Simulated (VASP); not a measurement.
# MnNbN2 (P6/mmm) in VASP: a series of runs

Runs on MnNbN2. Level: PBE. Tasks: single point, relaxation of cell and atoms.

Everything below comes from runs of VASP 6.6.1. Logs are shortened: lines on timing, memory, paths and dates and some standing lists are left out, and cuts for length are marked.

## 1. The cell of the first run

The structure is hexagonal, space group P6/mmm (No. 191). The conventional cell has a = 3.281 Å, b = 3.281 Å, c = 5.585 Å, α = 90.00°, β = 90.00°, γ = 120.00°. Within 1.8 Å of Mn (site symmetry 6/mmm) lie 2 N at 1.33 Å. Nb (site symmetry 6/mmm) has 2 N at 1.46 Å within 2.0 Å. N (site symmetry 6mm) has 1 Mn at 1.33 Å and 1 Nb at 1.46 Å within 1.8 Å.

The cell was built from a structure type or drawn by symmetry, and may not be a known phase.

## 2. Single point, PBE, collinear spin, ferromagnetic start

INCAR

```
SYSTEM = MnNbN2
PREC     = Accurate       ! precision mode
ENCUT    = 520            ! plane-wave cutoff, eV
EDIFF    = 1E-6           ! SCF threshold, eV
ISMEAR   = 0              ! smearing method
SIGMA    = 0.1            ! smearing width, eV
LREAL    = .FALSE.        ! projectors in reciprocal space
LASPH    = .TRUE.         ! aspherical terms in the spheres
NELM     = 150            ! most SCF steps
ALGO     = Normal         ! electronic algorithm
ISIF     = 2              ! what is computed and relaxed
LWAVE    = .FALSE.        ! write WAVECAR
LCHARG   = .FALSE.        ! write CHGCAR
ISPIN    = 2              ! spin polarisation
MAGMOM   = 4 0 0 0        ! initial moments
LORBIT   = 11             ! projections on sites
LMAXMIX  = 4              ! l up to which the mixer works
GGA      = PE             ! functional
NBANDS   = 30             ! bands
```

KPOINTS

```
Automatic mesh
0
G
  6 6 4
  0 0 0
```

POSCAR

```
MnNbN2
1.0
    3.2805084900      0.0000000000      0.0000000000
   -1.6402542400      2.8410036900      0.0000000000
    0.0000000000      0.0000000000      5.5846886400
Mn Nb N
1 1 2
Direct
    0.0000000000      0.0000000000      0.0000000000
    0.0000000000      0.0000000000      0.5000000000
    0.0000000000      0.0000000000      0.2381449800
    0.0000000000      0.0000000000      0.7618550200
```

Potentials or basis: VASP PAW PBE potentials, release 64 (Mn_pv, Nb_sv, N).

Command:

```
$ cat potpaw_PBE.64/Mn_pv/POTCAR potpaw_PBE.64/Nb_sv/POTCAR potpaw_PBE.64/N/POTCAR > POTCAR
$ mpirun -np 1 vasp_std > vasp.out
```

OUTCAR:

```text
SYSTEM = MnNbN2
   PREC = Accurate
   ENCUT = 520
   EDIFF = 1E-6
   ISMEAR = 0
   LREAL = .FALSE.
   LASPH = .TRUE.
   NELM = 150
   ISIF = 2
   ISPIN = 2
   LORBIT = 11
   GGA = PE

 ion  position               nearest neighbor table
   1  0.000  0.000  0.000-   3 1.33   4 1.33   2 2.79   2 2.79
   2  0.000  0.000  0.500-   3 1.46   4 1.46   1 2.79   1 2.79
   3  0.000  0.000  0.238-   1 1.33   2 1.46
   4  0.000  0.000  0.762-   1 1.33   2 1.46

  LATTYP: Found a hexagonal cell.
 ALAT       =     3.2805084900
 C/A-ratio  =     1.7023850592

  Lattice vectors:

 A1 = (   3.2805084900,   0.0000000000,   0.0000000000)
 A2 = (  -1.6402542400,   2.8410036900,   0.0000000000)
 A3 = (   0.0000000000,   0.0000000000,   5.5846886400)

Analysis of symmetry for initial positions (statically):
=====================================================================
 Subroutine PRICEL returns:
 Original cell was already a primitive cell.

 Routine SETGRP: Setting up the symmetry group for a
 hexagonal supercell.

 Subroutine GETGRP returns: Found 24 space group operations
 (whereof 24 operations were pure point group operations)
 out of a pool of 24 trial point group operations.

The static configuration has the point symmetry D_6h.

Analysis of symmetry for dynamics (positions and initial velocities):
=====================================================================
 Subroutine PRICEL returns:
 Original cell was already a primitive cell.

 Routine SETGRP: Setting up the symmetry group for a
 hexagonal supercell.

 Subroutine GETGRP returns: Found 24 space group operations
 (whereof 24 operations were pure point group operations)
 out of a pool of 24 trial point group operations.

The dynamic configuration has the point symmetry D_6h.

Analysis of structural, dynamic, and magnetic symmetry:
=====================================================================
 Subroutine PRICEL returns:
 Original cell was already a primitive cell.

 Routine SETGRP: Setting up the symmetry group for a
 hexagonal supercell.

 Subroutine GETGRP returns: Found 24 space group operations
 (whereof 24 operations were pure point group operations)
 out of a pool of 24 trial point group operations.

The overall configuration has the point symmetry D_6h.

 Subroutine INISYM returns: Found 24 space group operations
 (whereof 24 operations are pure point group operations),
 and found     1 'primitive' translations

----------------------------------------------------------------------------------------

                                     Primitive cell

  volume of cell :      52.0489

  direct lattice vectors                    reciprocal lattice vectors
     3.280508490  0.000000000  0.000000000     0.304830792  0.175994139  0.000000000
    -1.640254240  2.841003690  0.000000000     0.000000000  0.351988279  0.000000000
     0.000000000  0.000000000  5.584688640     0.000000000  0.000000000  0.179061012

  length of vectors
     3.280508490  3.280508488  5.584688640     0.351988279  0.351988279  0.179061012

  position of ions in fractional coordinates (direct lattice)
     0.000000000  0.000000000  0.000000000
     0.000000000  0.000000000  0.500000000
     0.000000000  0.000000000  0.238144980
     0.000000000  0.000000000  0.761855020

  ion indices of the primitive-cell ions
   primitive index   ion index
                 1           1
                 2           2
                 3           3
                 4           4

----------------------------------------------------------------------------------------

 KPOINTS: Automatic mesh

Automatic generation of k-mesh.
 Grid dimensions read from file:
 generate k-points for:    6    6    4

 Generating k-lattice:

  Cartesian coordinates                     Fractional coordinates (reciprocal lattice)
     0.050805132  0.029332357  0.000000000     0.166666667 -0.000000000  0.000000000
     0.000000000  0.058664713  0.000000000     0.000000000  0.166666667  0.000000000
     0.000000000  0.000000000  0.044765253     0.000000000  0.000000000  0.250000000

  Length of vectors
     0.058664713  0.058664713  0.044765253

  Shift w.r.t. Gamma in fractional coordinates (k-lattice)
     0.000000000  0.000000000  0.000000000

 Subroutine IBZKPT returns following result:
 ===========================================

 Found     21 irreducible k-points:

 Following reciprocal coordinates:
            Coordinates               Weight
  0.000000  0.000000  0.000000      1.000000
  0.166667  0.000000  0.000000      6.000000
  0.333333  0.000000  0.000000      6.000000
  0.500000 -0.000000  0.000000      3.000000
  0.166667  0.166667  0.000000      6.000000
  0.333333  0.166667  0.000000     12.000000
[... 13 lines left out ...]
  0.333333  0.166667  0.500000     12.000000
  0.333333  0.333333  0.500000      2.000000
   k-points           NKPTS =     21   k-points in BZ     NKDIM =     21   number of bands    NBANDS=     30
   number of dos      NEDOS =    301   number of ions     NIONS =      4
   total plane-waves  NPLWV =  24192
   dimension x,y,z NGX =    24 NGY =   24 NGZ =   42
   dimension x,y,z NGXF=    48 NGYF=   48 NGZF=   84
   ions per type =               1   1   2
   NGX,Y,Z   is equivalent  to a cutoff of  12.16, 12.16, 12.50 a.u.
   NGXF,Y,Z  is equivalent  to a cutoff of  24.32, 24.32, 25.01 a.u.
 SYSTEM =  MnNbN2
   PREC   = accura    normal or accurate (medium, high low for compatibility)
   ISTART =      0    job   : 0-new  1-cont  2-samecut
   ICHARG =      2    charge: 1-file 2-atom 10-const
   ISPIN  =      2    spin polarized calculation?
   LNONCOLLINEAR =      F non collinear calculations
   LSORBIT =      F    spin-orbit coupling
   LASPH  =      T    aspherical Exc in radial PAW
   ENCUT  =  520.0 eV  38.22 Ry    6.18 a.u.   6.10  6.10 10.38*2*pi/ulx,y,z
   NELM   =    150;   NELMIN=  2; NELMDL= -5     # of ELM steps
   EDIFF  = 0.1E-05   stopping-criterion for ELM
   LREAL  =      F    real-space projection
   EDIFFG = 0.1E-04   stopping-criterion for IOM
   NSW    =      0    number of steps for IOM
   IBRION =     -1    ionic relax: 0-MD 1-quasi-New 2-CG
   NFREE  =      0    steps in history (QN), initial steepest desc. (CG)
   ISIF   =      2    stress and relaxation
   ISYM   =      2    0-nonsym 1-usesym 2-fastsym
   POTIM  = 0.5000    time-step for ionic-motion
   TEBEG  =    0.0;   TEEND  =   0.0 temperature during run
   PSTRESS=    0.0 pullay stress
   NELECT =      36.0000    total number of electrons
   NUPDOWN=      -1.0000    fix difference up-down
   EMIN   =  10.00;   EMAX   =-10.00  energy-range for DOS
   EFERMI =   0.00;   METHOD = LEGACY
   ISMEAR =     0;   SIGMA  =   0.10  broadening in eV -4-tet -1-fermi 0-gaus
   EFERMI_NEDOS =   21; number of points for ismear=-14 and -15
   IALGO  =     38    algorithm
   IMIX   =      4    mixing-type and parameters
     AMIX     =   0.40;   BMIX     =  1.00
     AMIX_MAG =   1.60;   BMIX_MAG =  1.00
  volume/ion in A,a.u.               =      13.01        87.81
  Fermi-wavevector in a.u.,A,eV,Ry     =   1.447788  2.735923 28.519044  2.096091
  Thomas-Fermi vector in A             =   2.565703
   LORBIT       =     11    0 simple, 1 ext, 2 COOP (PROOUT), +10 PAW based schemes
   GGA     = PE    functional components
   LHFCALC =     F    Hartree Fock is set to
   AEXX    =    0.0000 exact exchange contribution
   IVDW    =     0    specifies the selected vdW correction
   LEPSILON=     F    determine dielectric tensor
   LRPA    =     F    only Hartree local field effects (RPA)
 spin polarized calculation
 Gauss-broadening in eV      SIGMA  =   0.10
  energy-cutoff  :      520.00
  volume of cell :       52.05
 maximum number of plane-waves:      1422
   NGX = 13   NGY = 13   NGZ = 21

 number of electron      36.0000013 magnetization       0.3648517

 number of electron      36.0000018 magnetization      -1.2316905

 Free energy of the ion-electron system (eV)
  ---------------------------------------------------
  ext. energy  EPLUGINS =         0.00000000
  ---------------------------------------------------
  free energy    TOTEN  =       -11.18017311 eV

  energy without entropy =      -11.16346491  energy(sigma->0) =      -11.17181901

 E-fermi :   7.3734     XC(G=0): -11.0751

 val. band max:        7.3701032407   @ k =   0.1667   0.0000   0.5000
 cond. band min:       7.3777467899   @ k =   0.1667   0.1667   0.0000
 fundamental gap:      0.0076435493
 Fermi energy:         7.3734188881

 spin component 1

 k-point     1 :       0.0000    0.0000    0.0000
  band No.  band energies     occupation
      1     -48.3241      1.00000
      2     -43.7716      1.00000
      3     -39.6534      1.00000
      4     -39.6534      1.00000
      5     -28.6582      1.00000
      6     -23.4089      1.00000
[... 22 lines left out ...]
     29      21.5328      0.00000
     30      21.5328      0.00000

 k-point     2 :       0.1667    0.0000    0.0000
  band No.  band energies     occupation
      1     -48.3150      1.00000
      2     -43.7708      1.00000
      3     -39.6609      1.00000
      4     -39.6554      1.00000
      5     -28.6479      1.00000
      6     -23.5031      1.00000
[... 22 lines left out ...]
     29      19.5536      0.00000
     30      21.6471      0.00000

 k-point     3 :       0.3333    0.0000    0.0000
  band No.  band energies     occupation
      1     -48.2968      1.00000
      2     -43.7690      1.00000
      3     -39.6756      1.00000
      4     -39.6592      1.00000
      5     -28.6270      1.00000
      6     -23.6872      1.00000
[... 560 lines left out ...]
      6     -23.7327      1.00000
[... 22 lines left out ...]
     29      18.5966      0.00000
     30      19.7560      0.00000

 k-point    21 :       0.3333    0.3333    0.5000
  band No.  band energies     occupation
      1     -48.2834      1.00000
      2     -43.7653      1.00000
      3     -39.6743      1.00000
      4     -39.6743      1.00000
      5     -28.6235      1.00000
      6     -23.6692      1.00000
[... 22 lines left out ...]
     29      16.1263      0.00000
     30      21.2618      0.00000
 Fermi energy:         7.3734188881

 spin component 2

 k-point     1 :       0.0000    0.0000    0.0000
  band No.  band energies     occupation
      1     -48.2905      1.00000
      2     -44.3257      1.00000
      3     -41.3520      1.00000
      4     -41.3520      1.00000
      5     -28.6382      1.00000
      6     -23.3597      1.00000
[... 22 lines left out ...]
     29      21.5450      0.00000
     30      21.5450      0.00000

 k-point     2 :       0.1667    0.0000    0.0000
  band No.  band energies     occupation
      1     -48.2815      1.00000
      2     -44.3249      1.00000
      3     -41.3588      1.00000
      4     -41.3538      1.00000
      5     -28.6278      1.00000
      6     -23.4537      1.00000
[... 22 lines left out ...]
     29      19.5800      0.00000
     30      21.4531      0.00000

 k-point     3 :       0.3333    0.0000    0.0000
  band No.  band energies     occupation
      1     -48.2634      1.00000
      2     -44.3232      1.00000
      3     -41.3723      1.00000
      4     -41.3573      1.00000
      5     -28.6070      1.00000
      6     -23.6373      1.00000
[... 583 lines left out ...]
     29      18.6423      0.00000
     30      19.6474      0.00000

 k-point    21 :       0.3333    0.3333    0.5000
  band No.  band energies     occupation
      1     -48.2501      1.00000
      2     -44.3196      1.00000
      3     -41.3712      1.00000
      4     -41.3712      1.00000
      5     -28.6032      1.00000
      6     -23.6193      1.00000
[... 22 lines left out ...]
     29      16.1658      0.00000
     30      21.1734      0.00000

------------------------ aborting loop because EDIFF is reached ----------------------------------------

  FORCE on cell =-STRESS in cart. coord.  units (eV):
  Direction    XX          YY          ZZ          XY          YZ          ZX
  --------------------------------------------------------------------------------------
  -------------------------------------------------------------------------------------
  Total       -2.4821531     -2.4821531    173.8547128     -0.0000000      0.0000000      0.0000000
  in kB      -76.4059564    -76.4059565   5351.6181910     -0.0000001      0.0000000      0.0000000
  external PRESSURE =    1732.9354260 kB  Pullay stress =       0.0000000 kB

 VOLUME and BASIS-vectors are now :
 -----------------------------------------------------------------------------
  energy-cutoff  :      520.00
  volume of cell :       52.05
      direct lattice vectors                 reciprocal lattice vectors
     3.280508490  0.000000000  0.000000000     0.304830792  0.175994139  0.000000000
    -1.640254240  2.841003690  0.000000000     0.000000000  0.351988279  0.000000000
     0.000000000  0.000000000  5.584688640     0.000000000  0.000000000  0.179061012

 POSITION                                       TOTAL-FORCE (eV/Angst)
 -----------------------------------------------------------------------------------
      0.00000      0.00000      0.00000         0.000000     -0.000000      0.000000
      0.00000      0.00000      2.79234         0.000000     -0.000000      0.000000
      0.00000      0.00000      1.32997        -0.000000      0.000000      7.137877
      0.00000      0.00000      4.25472         0.000000      0.000000     -7.137877
 -----------------------------------------------------------------------------------
    total drift:                                0.000000      0.000000      0.000000

  FREE ENERGIE OF THE ION-ELECTRON SYSTEM (eV)
  ---------------------------------------------------
  free  energy   TOTEN  =       -11.1801731068 eV

  energy  without entropy=      -11.1634649089  energy(sigma->0) =      -11.17181901

 total charge

# of ion       s       p       d       tot
------------------------------------------
    1        0.562   7.028   6.254  13.844
    2        2.314   6.117   4.185  12.616
    3        1.446   2.781   0.000   4.227
    4        1.446   2.781   0.000   4.227
--------------------------------------------------
tot          5.768  18.707  10.439  34.915

 magnetization (x)

# of ion       s       p       d       tot
------------------------------------------
    1       -0.006  -0.010  -1.273  -1.290
    2        0.002   0.003   0.048   0.053
    3        0.002   0.023   0.000   0.025
    4        0.002   0.023   0.000   0.025
--------------------------------------------------
tot          0.001   0.038  -1.226  -1.187
```

It took 55 s on 1 thread of Intel Xeon Platinum 8124M at 3.00GHz (Skylake/Cascade Lake), shared host; peak memory 0.21 GiB.

Results:

- Free energy: -11.1802 eV
- Pressure: 173.3 GPa
- Largest force: 7.138 eV/Å
- Net moment: -1.23 μB per cell
- Site moments: Mn -1.29; Nb +0.05; N +0.03 μB
- Valence electrons inside the program's atomic spheres: Mn 13.84; Nb 12.62; N 4.23

Forces in eV/Å, atoms in the order of the input:
```
Mn   0.000  0.000  0.000
Nb   0.000  0.000  0.000
N    0.000  0.000  7.138
N    0.000  0.000 -7.138
```

Levels at points of the mesh, in eV from the Fermi level:
Spin up:
```tsv
k point	band 14	band 15	band 16	band 17	band 18	band 19	band 20	band 21
(0.00, 0.00, 0.00)	-4.00	-4.00	-1.59	-0.30	-0.30	-0.07	-0.07	0.62
(0.50, 0.00, 0.00)	-4.37	-2.65	-1.06	-0.65	-0.47	1.12	1.96	3.33
(0.00, 0.00, 0.50)	-6.21	-4.94	-1.08	0.17	0.17	0.35	0.35	0.74
(0.50, 0.00, 0.50)	-4.47	-2.85	-1.60	-0.42	1.13	1.59	2.20	3.31
```
Spin down:
| k point | band 16 | band 17 | band 18 | band 19 | band 20 | band 21 |
| --- | --- | --- | --- | --- | --- | --- |
| (0.00, 0.00, 0.00) | -1.79 | -1.47 | -1.47 | -0.81 | -0.81 | 0.48 |
| (0.50, 0.00, 0.00) | -1.56 | -1.50 | -0.97 | -0.62 | 1.14 | 3.38 |
| (0.00, 0.00, 0.50) | -1.43 | -1.43 | -1.06 | 0.42 | 0.42 | 0.59 |
| (0.50, 0.00, 0.50) | -1.60 | -1.55 | -0.62 | 1.23 | 2.00 | 2.86 |

Caveat: the k points lie up to 0.37 Å⁻¹ apart; atoms lie so close that the PAW spheres overlap strongly, which falsifies energies and pressures; a cell with one magnetic atom can't hold antiferromagnetic order, which such compounds often take; forces of over 1 eV/Å act on the atoms, so gaps and moduli don't describe the material at rest. With open d or f shells a metallic result of PBE can be an artefact of self-interaction; +U or a hybrid may open a gap.

## 3. Single point, PBE, collinear spin, ferromagnetic start

This run uses another cell than the first one, of 14.81 Å³/atom.

INCAR

```
SYSTEM = MnNbN2
ALGO = Normal
EDIFF = 1E-6
ENCUT = 520
GGA = PE
ISIF = 2
ISMEAR = 0
ISPIN = 2
LASPH = .True.
LCHARG = .False.
LMAXMIX = 4
LORBIT = 11
LREAL = .False.
LWAVE = .False.
MAGMOM = 4 0 0 0
NBANDS = 30
NELM = 150
PREC = Accurate
SIGMA = 0.1
```

KPOINTS

```
k-points
0
Gamma
  6 6 4
  0 0 0
```

POSCAR

```
MnNbN2
1.0
    3.0343089107     -0.0000000027      0.0000000000
   -1.5171544530      2.6277886009      0.0000000000
    0.0000000000      0.0000000000      7.4302206817
Mn Nb N
1 1 2
Direct
    0.0000000000      0.0000000000      0.0000000000
    0.0000000000      0.0000000000      0.5000000000
    0.0000000000      0.0000000000      0.2348718722
    0.0000000000      0.0000000000      0.7651281278
```

Potentials or basis: VASP PAW PBE potentials, release 64 (Mn_pv, Nb_sv, N).

Command:

```
$ cat potpaw_PBE.64/Mn_pv/POTCAR potpaw_PBE.64/Nb_sv/POTCAR potpaw_PBE.64/N/POTCAR > POTCAR
$ mpirun -np 1 vasp_std > vasp.out
```

Run time: 78 s. Hardware: 1 thread of Intel Xeon Platinum 8124M at 3.00GHz (Skylake/Cascade Lake), shared host; peak memory 0.24 GiB.

The run converged. Its results:

| Item | Value |
| --- | --- |
| Free energy | -32.7719 eV |
| Pressure | 0.0 GPa |
| Largest force | 0.103 eV/Å |
| Net moment | 2.43 μB per cell |
| Site moments | Mn +2.55; Nb +0.32; N -0.29 μB |
| Valence electrons inside the program's atomic spheres | Mn 11.82; Nb 10.66; N 3.63 |

Forces in eV/Å, atoms in the order of the input:
```
Mn   0.000  0.000  0.000
Nb   0.000  0.000  0.000
N    0.000  0.000  0.103
N    0.000  0.000 -0.103
```

Stress tensor (GPa, compression positive):
```
-0.27  0.00  0.00
 0.00 -0.27  0.00
 0.00  0.00  0.45
```

Levels at points of the mesh, in eV from the Fermi level:
Spin up:
```csv
k point,band 17,band 18,band 19,band 20,band 21,band 22
"(0.00, 0.00, 0.00)",-1.19,0.54,0.54,0.90,0.90,0.95
"(0.50, 0.00, 0.00)",-0.98,-0.39,0.23,0.34,1.28,2.99
"(0.00, 0.00, 0.50)",-1.94,-0.15,-0.15,0.54,0.54,2.32
"(0.50, 0.00, 0.50)",-0.98,-0.93,0.00,0.80,1.86,1.94
```
Spin down:
| k point | band 14 | band 15 | band 16 | band 17 | band 18 | band 19 | band 20 | band 21 |
| --- | --- | --- | --- | --- | --- | --- | --- | --- |
| (0.00, 0.00, 0.00) | -1.53 | -1.32 | 0.24 | 0.24 | 0.81 | 0.81 | 0.87 | 0.87 |
| (0.50, 0.00, 0.00) | -2.12 | -0.59 | -0.59 | -0.43 | -0.04 | 1.60 | 2.01 | 2.98 |
| (0.00, 0.00, 0.50) | -1.18 | -1.18 | -0.59 | -0.59 | 0.84 | 0.84 | 0.84 | 0.84 |
| (0.50, 0.00, 0.50) | -2.15 | -1.69 | -1.31 | -0.57 | 1.19 | 1.48 | 2.01 | 2.73 |

Caveat: the k points lie up to 0.40 Å⁻¹ apart; a cell with one magnetic atom can't hold antiferromagnetic order, which such compounds often take. With open d or f shells a metallic result of PBE can be an artefact of self-interaction; +U or a hybrid may open a gap.

(Part 1 of 2 ends here.)
